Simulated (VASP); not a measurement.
# Hg (I4_1/amd) in VASP: notebook

Runs on Hg. Level: PBE. Tasks: single point.

All numbers are computed with VASP 6.6.1; they aren't measurements. Logs are shortened: lines on timing, memory, paths and dates and some standing lists are left out, and cuts for length are marked.

## Step 1: The cell of the first run

The structure is tetragonal, space group I4_1/amd (No. 141). The conventional cell has a = 5.218 Å, b = 5.218 Å, c = 2.727 Å, α = 90.00°, β = 90.00°, γ = 90.00°. Hg (site symmetry -4m2) has 10 Hg at 2.70 to 3.31 Å within 3.6 Å.

## Step 2: Single point, PBE

INCAR

```
SYSTEM = Hg
PREC = Accurate ; ENCUT = 520
EDIFF = 1E-7 ; ISMEAR = -1
SIGMA = 0.05 ; LREAL = .False.
LASPH = .True. ; NELM = 80
ALGO = Normal ; ISIF = 2
LWAVE = .False. ; LCHARG = .False.
GGA = PE ; NBANDS = 19
```

KPOINTS

```
Automatic mesh
0
Gamma
  16 16 16
  0 0 0
```

POSCAR

```
Hg
1.0
   -2.6089286838      2.6089286838      1.3632610319
    2.6089286838     -2.6089286838      1.3632610319
    2.6089286838      2.6089286838     -1.3632610319
Hg
2
Direct
   -0.3750000000     -0.1250000000     -0.2500000000
    0.3750000000      0.1250000000      0.2500000000
```

Potentials or basis: VASP PAW PBE potentials, release 64 (Hg).

Started as:

```sh
cat potpaw_PBE.64/Hg/POTCAR > POTCAR
mpirun -np 1 vasp_std > vasp.out
```

OUTCAR:

```text
SYSTEM = Hg
   PREC = Accurate
   ENCUT = 520
   EDIFF = 1E-7
   ISMEAR = -1
   LREAL = .False.
   LASPH = .True.
   NELM = 80
   ISIF = 2
   GGA = PE

 ion  position               nearest neighbor table
   1  0.625  0.875  0.750-   2 2.70   2 2.70   2 2.70   2 2.70   2 3.31   2 3.31   2 3.31   2 3.31

   2  0.375  0.125  0.250-   1 2.70   1 2.70   1 2.70   1 2.70   1 3.31   1 3.31   1 3.31   1 3.31

  LATTYP: Found a body centered tetragonal cell.
 ALAT       =     5.2178573676
 C/A-ratio  =     0.5225367180

  Lattice vectors:

 A1 = (  -2.6089286838,   2.6089286838,   1.3632610319)
 A2 = (   2.6089286838,  -2.6089286838,   1.3632610319)
 A3 = (   2.6089286838,   2.6089286838,  -1.3632610319)

Analysis of symmetry for initial positions (statically):
=====================================================================
 Subroutine PRICEL returns:
 Original cell was already a primitive cell.

 Routine SETGRP: Setting up the symmetry group for a
 body centered tetragonal supercell.

 Subroutine GETGRP returns: Found 16 space group operations
 (whereof  4 operations were pure point group operations)
 out of a pool of 16 trial point group operations.

The static configuration has the point symmetry C_2h.
 The point group associated with its full space group is D_4h.

Analysis of symmetry for dynamics (positions and initial velocities):
=====================================================================
 Subroutine PRICEL returns:
 Original cell was already a primitive cell.

 Routine SETGRP: Setting up the symmetry group for a
 body centered tetragonal supercell.

 Subroutine GETGRP returns: Found 16 space group operations
 (whereof  4 operations were pure point group operations)
 out of a pool of 16 trial point group operations.

The dynamic configuration has the point symmetry C_2h.
 The point group associated with its full space group is D_4h.

 Subroutine INISYM returns: Found 16 space group operations
 (whereof  4 operations are pure point group operations),
 and found     1 'primitive' translations

----------------------------------------------------------------------------------------

                                     Primitive cell

  volume of cell :      37.1162

  direct lattice vectors                    reciprocal lattice vectors
    -2.608928684  2.608928684  1.363261032     0.000000000  0.191649547  0.366767617
     2.608928684 -2.608928684  1.363261032     0.191649547  0.000000000  0.366767617
     2.608928684  2.608928684 -1.363261032     0.191649547  0.191649547  0.000000000

  length of vectors
     3.933382564  3.933382564  3.933382564     0.413821258  0.413821258  0.271033388

  position of ions in fractional coordinates (direct lattice)
     0.625000000  0.875000000  0.750000000
     0.375000000  0.125000000  0.250000000

  ion indices of the primitive-cell ions
   primitive index   ion index
                 1           1
                 2           2

----------------------------------------------------------------------------------------

 KPOINTS: Automatic mesh

Automatic generation of k-mesh.
 Grid dimensions read from file:
 generate k-points for:   16   16   16

 Generating k-lattice:

  Cartesian coordinates                     Fractional coordinates (reciprocal lattice)
     0.000000000  0.011978097  0.022922976     0.062500000  0.000000000  0.000000000
     0.011978097  0.000000000  0.022922976     0.000000000  0.062500000  0.000000000
     0.011978097  0.011978097  0.000000000     0.000000000  0.000000000  0.062500000

  Length of vectors
     0.025863829  0.025863829  0.016939587

  Shift w.r.t. Gamma in fractional coordinates (k-lattice)
     0.000000000  0.000000000  0.000000000

 Subroutine IBZKPT returns following result:
 ===========================================

 Found    349 irreducible k-points:

 Following reciprocal coordinates:
            Coordinates               Weight
  0.000000  0.000000  0.000000      1.000000
  0.062500 -0.000000  0.000000      8.000000
  0.125000 -0.000000  0.000000      8.000000
  0.187500  0.000000  0.000000      8.000000
  0.250000 -0.000000  0.000000      8.000000
  0.312500  0.000000  0.000000      8.000000
[... 16 lines left out ...]
 -0.125000  0.062500 -0.000000     16.000000
 -0.062500  0.062500  0.000000      4.000000
 [... further k-points ...]
   k-points           NKPTS =    349   k-points in BZ     NKDIM =    349   number of bands    NBANDS=     19
   number of dos      NEDOS =    301   number of ions     NIONS =      2
   total plane-waves  NPLWV =  27000
   dimension x,y,z NGX =    30 NGY =   30 NGZ =   30
   dimension x,y,z NGXF=    60 NGYF=   60 NGZF=   60
   ions per type =               2
   NGX,Y,Z   is equivalent  to a cutoff of  12.68, 12.68, 12.68 a.u.
   NGXF,Y,Z  is equivalent  to a cutoff of  25.36, 25.36, 25.36 a.u.
 SYSTEM =  Hg
   PREC   = accura    normal or accurate (medium, high low for compatibility)
   ISTART =      0    job   : 0-new  1-cont  2-samecut
   ICHARG =      2    charge: 1-file 2-atom 10-const
   ISPIN  =      1    spin polarized calculation?
   LNONCOLLINEAR =      F non collinear calculations
   LSORBIT =      F    spin-orbit coupling
   LASPH  =      T    aspherical Exc in radial PAW
   ENCUT  =  520.0 eV  38.22 Ry    6.18 a.u.   7.31  7.31  7.31*2*pi/ulx,y,z
   NELM   =     80;   NELMIN=  2; NELMDL= -5     # of ELM steps
   EDIFF  = 0.1E-06   stopping-criterion for ELM
   LREAL  =      F    real-space projection
   EDIFFG = 0.1E-05   stopping-criterion for IOM
   NSW    =      0    number of steps for IOM
   IBRION =     -1    ionic relax: 0-MD 1-quasi-New 2-CG
   NFREE  =      0    steps in history (QN), initial steepest desc. (CG)
   ISIF   =      2    stress and relaxation
   ISYM   =      2    0-nonsym 1-usesym 2-fastsym
   POTIM  = 0.5000    time-step for ionic-motion
   TEBEG  =    0.0;   TEEND  =   0.0 temperature during run
   PSTRESS=    0.0 pullay stress
   NELECT =      24.0000    total number of electrons
   NUPDOWN=      -1.0000    fix difference up-down
   EMIN   =  10.00;   EMAX   =-10.00  energy-range for DOS
   EFERMI =   0.00;   METHOD = LEGACY
   ISMEAR =    -1;   SIGMA  =   0.05  broadening in eV -4-tet -1-fermi 0-gaus
   EFERMI_NEDOS =   21; number of points for ismear=-14 and -15
   IALGO  =     38    algorithm
   IMIX   =      4    mixing-type and parameters
     AMIX     =   0.40;   BMIX     =  1.00
     AMIX_MAG =   1.60;   BMIX_MAG =  1.00
  volume/ion in A,a.u.               =      18.56       125.24
  Fermi-wavevector in a.u.,A,eV,Ry     =   1.415655  2.675200 27.267152  2.004079
  Thomas-Fermi vector in A             =   2.537071
   LORBIT       =      0    0 simple, 1 ext, 2 COOP (PROOUT), +10 PAW based schemes
   GGA     = PE    functional components
   LHFCALC =     F    Hartree Fock is set to
   AEXX    =    0.0000 exact exchange contribution
   IVDW    =     0    specifies the selected vdW correction
   LEPSILON=     F    determine dielectric tensor
   LRPA    =     F    only Hartree local field effects (RPA)
 non-spin polarized calculation
  energy-cutoff  :      520.00
  volume of cell :       37.12
 maximum number of plane-waves:      1021
 NGX is ok and might be reduce to    30
   NGX = 15   NGY = 15   NGZ = 15

 number of electron      23.9999994 magnetization

 Free energy of the ion-electron system (eV)
  ---------------------------------------------------
  ext. energy  EPLUGINS =         0.00000000
  ---------------------------------------------------
  free energy    TOTEN  =         1.20290921 eV

  energy without entropy =        1.20808253  energy(sigma->0) =        1.20549587

 E-fermi :   5.2870     XC(G=0): -12.1687

 val. band max:        5.2712013903   @ k =   0.3750   0.1875   0.0625
 cond. band min:       5.2954874003   @ k =   0.2500   0.0625   0.0625
 fundamental gap:      0.0242860100
 Fermi energy:         5.2870468152

 k-point     1 :       0.0000    0.0000    0.0000
  band No.  band energies     occupation
      1      -6.3582      2.00000
      2      -4.6741      2.00000
      3      -4.6599      2.00000
      4      -4.4310      2.00000
      5      -4.1296      2.00000
      6      -1.8131      2.00000
[... 11 lines left out ...]
     18      22.2526      0.00000
     19      22.8328      0.00000

 k-point     2 :       0.0625   -0.0000    0.0000
  band No.  band energies     occupation
      1      -6.2290      2.00000
      2      -4.6519      2.00000
      3      -4.6297      2.00000
      4      -4.2993      2.00000
      5      -4.0611      2.00000
      6      -2.0135      2.00000
[... 11 lines left out ...]
     18      20.9647      0.00000
     19      21.5230      0.00000

 k-point     3 :       0.1250   -0.0000    0.0000
  band No.  band energies     occupation
      1      -5.8590      2.00000
      2      -4.5912      2.00000
      3      -4.5025      2.00000
      4      -3.9649      2.00000
      5      -3.8552      2.00000
      6      -2.3561      2.00000
[... 11 lines left out ...]
     18      18.4980      0.00000
     19      19.6920      0.00000

 k-point     4 :       0.1875    0.0000    0.0000
  band No.  band energies     occupation
      1      -5.3189      2.00000
      2      -4.4784      2.00000
      3      -4.3132      2.00000
      4      -3.5801      2.00000
      5      -3.4470      2.00000
      6      -2.7525      2.00000
[... 11 lines left out ...]
     18      17.7689      0.00000
     19      18.3309      0.00000

 k-point     5 :       0.2500   -0.0000    0.0000
  band No.  band energies     occupation
      1      -4.7818      2.00000
      2      -4.3665      2.00000
      3      -4.1162      2.00000
      4      -3.2120      2.00000
      5      -3.1016      2.00000
      6      -3.0335      2.00000
[... 11 lines left out ...]
     18      16.3577      0.00000
     19      17.0444      0.00000

 k-point     6 :       0.3125    0.0000    0.0000
  band No.  band energies     occupation
      1      -4.4704      2.00000
      2      -4.2998      2.00000
      3      -4.0503      2.00000
      4      -3.2666      2.00000
      5      -3.2387      2.00000
      6      -2.6754      2.00000
[... 11 lines left out ...]
     18      15.8806      0.00000
     19      16.6578      0.00000

 k-point     7 :       0.3750    0.0000    0.0000
  band No.  band energies     occupation
      1      -4.4644      2.00000
      2      -4.1754      2.00000
      3      -4.1420      2.00000
      4      -3.5852      2.00000
      5      -3.1044      2.00000
      6      -2.5879      2.00000
[... 11 lines left out ...]
     18      17.3281      0.00000
     19      17.7046      0.00000

 k-point     8 :       0.4375   -0.0000    0.0000
  band No.  band energies     occupation
      1      -4.4964      2.00000
      2      -4.3114      2.00000
      3      -4.0190      2.00000
      4      -3.8396      2.00000
      5      -2.9099      2.00000
      6      -2.7079      2.00000
[... 256 lines left out ...]
 k-point    20 :      -0.3125    0.0625    0.0000
  band No.  band energies     occupation
      1      -4.6632      2.00000
      2      -4.3003      2.00000
      3      -4.0328      2.00000
      4      -3.2662      2.00000
      5      -3.1249      2.00000
      6      -2.9669      2.00000
[... 11 lines left out ...]
     18      16.5898      0.00000
     19      17.5021      0.00000

 k-point    21 :      -0.2500    0.0625   -0.0000
  band No.  band energies     occupation
      1      -5.1536      2.00000
      2      -4.3972      2.00000
      3      -4.2194      2.00000
      4      -3.6499      2.00000
      5      -3.4895      2.00000
      6      -2.6890      2.00000
[... 11 lines left out ...]
     18      17.4620      0.00000
     19      18.7173      0.00000

 k-point    22 :      -0.1875    0.0625   -0.0000
  band No.  band energies     occupation
      1      -5.7119      2.00000
      2      -4.5268      2.00000
      3      -4.4209      2.00000
      4      -4.0007      2.00000
      5      -3.8800      2.00000
      6      -2.3229      2.00000
[... 11 lines left out ...]
     18      18.4656      0.00000
     19      19.2719      0.00000

 k-point    23 :      -0.1250    0.0625   -0.0000
  band No.  band energies     occupation
      1      -6.1266      2.00000
      2      -4.6100      2.00000
      3      -4.5711      2.00000
      4      -4.3125      2.00000
      5      -4.0737      2.00000
      6      -1.9994      2.00000
[... 11 lines left out ...]
     18      20.3469      0.00000
     19      20.9851      0.00000

 k-point    24 :      -0.0625    0.0625    0.0000
  band No.  band energies     occupation
      1      -6.3064      2.00000
      2      -4.6439      2.00000
      3      -4.6382      2.00000
      4      -4.4374      2.00000
      5      -4.1347      2.00000
      6      -1.8244      2.00000
[... 11 lines left out ...]
     18      21.9954      0.00000
     19      22.1740      0.00000

 [... further k-points ...]
[... 5 lines left out ...]
  --------------------------------------------------------------------------------------
  -------------------------------------------------------------------------------------
  Total        9.6661823      9.6661823      9.7043508     -0.0000000      0.0000000      0.0000000
  in kB      417.2555633    417.2555633    418.9031677     -0.0000000      0.0000000      0.0000000
  external PRESSURE =     417.8047648 kB  Pullay stress =       0.0000000 kB

 VOLUME and BASIS-vectors are now :
 -----------------------------------------------------------------------------
  energy-cutoff  :      520.00
  volume of cell :       37.12
      direct lattice vectors                 reciprocal lattice vectors
    -2.608928684  2.608928684  1.363261032     0.000000000  0.191649547  0.366767617
     2.608928684 -2.608928684  1.363261032     0.191649547  0.000000000  0.366767617
     2.608928684  2.608928684 -1.363261032     0.191649547  0.191649547  0.000000000

 POSITION                                       TOTAL-FORCE (eV/Angst)
 -----------------------------------------------------------------------------------
      2.60893      1.30446      1.02245         0.000000     -0.000000     -0.000000
      0.00000      1.30446      0.34082        -0.000000      0.000000      0.000000
 -----------------------------------------------------------------------------------
    total drift:                                0.000000     -0.000000      0.000000

  FREE ENERGIE OF THE ION-ELECTRON SYSTEM (eV)
  ---------------------------------------------------
  free  energy   TOTEN  =         1.2029092138 eV

  energy  without entropy=        1.2080825286  energy(sigma->0) =        1.20549587
```

It took 5.9 min on 1 thread of Oxide Virtual Turin-like, shared host; peak memory 0.29 GiB.

What came out:

| Quantity | Value |
| --- | --- |
| Free energy | 1.2029 eV |
| Pressure | 41.8 GPa |
| Band gap on the k mesh | zero (band 12 reaches 10.05 eV, above the bottom of band 13 at 3.22 eV) |

Caveat: spin-orbit coupling is left out, which moves the levels of the heavy elements.

## Step 3: Single point, PBE

INCAR

```
SYSTEM = Hg
PREC = Accurate
ENCUT = 520
EDIFF = 1E-7
ISMEAR = -1
SIGMA = 0.05
LREAL = .False.
LASPH = .True.
NELM = 60
ALGO = Normal
ISIF = 2
LWAVE = .False.
LCHARG = .False.
GGA = PE
NBANDS = 19
```

KPOINTS

```
regular mesh
0
Gamma
  16 16 16
  0 0 0
```

POSCAR

```
Hg
1.0
   -2.6087035252      2.6087035252      1.3632227141
    2.6087035252     -2.6087035252      1.3632227141
    2.6087035252      2.6087035252     -1.3632227141
Hg
2
Direct
   -0.3750000000     -0.1250000000     -0.2500000000
    0.3750000000      0.1250000000      0.2500000000
```

Potentials or basis: VASP PAW PBE potentials, release 64 (Hg).

Started as:

```sh
cat potpaw_PBE.64/Hg/POTCAR > POTCAR
mpirun -np 1 vasp_std > vasp.out
```

Run time: 6 min. Hardware: 1 thread of Oxide Virtual Turin-like, shared host; peak memory 0.29 GiB.

Results (log left out):

```yaml
Free_energy: 1.2049 eV
Pressure: 41.8 GPa
Band_gap_on_the_k_mesh: zero (band 12 reaches 10.05 eV, above the bottom of band 13 at 3.22 eV)
```

Stress tensor (GPa, compression positive):
```
41.78  0.00  0.00
 0.00 41.78  0.00
 0.00  0.00 41.93
```

Levels at points of the mesh, in eV from the Fermi level:
```csv
k point,band 8,band 9,band 10,band 11,band 12,band 13,band 14,band 15,band 16,band 17
"(0.00, 0.00, 0.00)",-7.06,-7.06,-6.33,-5.54,1.18,1.18,3.46,9.02,12.52,12.52
"(0.50, 0.00, 0.00)",-6.77,-6.50,-6.06,-2.56,-1.29,2.33,3.63,4.38,8.90,8.99
"(0.50, 0.50, 0.00)",-7.42,-6.68,-6.68,-6.32,-6.32,6.67,6.67,7.67,7.67,13.38
"(0.50, 0.50, 0.50)",-7.01,-6.96,-6.96,-3.62,-3.62,-2.07,-2.07,13.44,13.44,16.97
```

Caveat: spin-orbit coupling is left out, which moves the levels of the heavy elements.
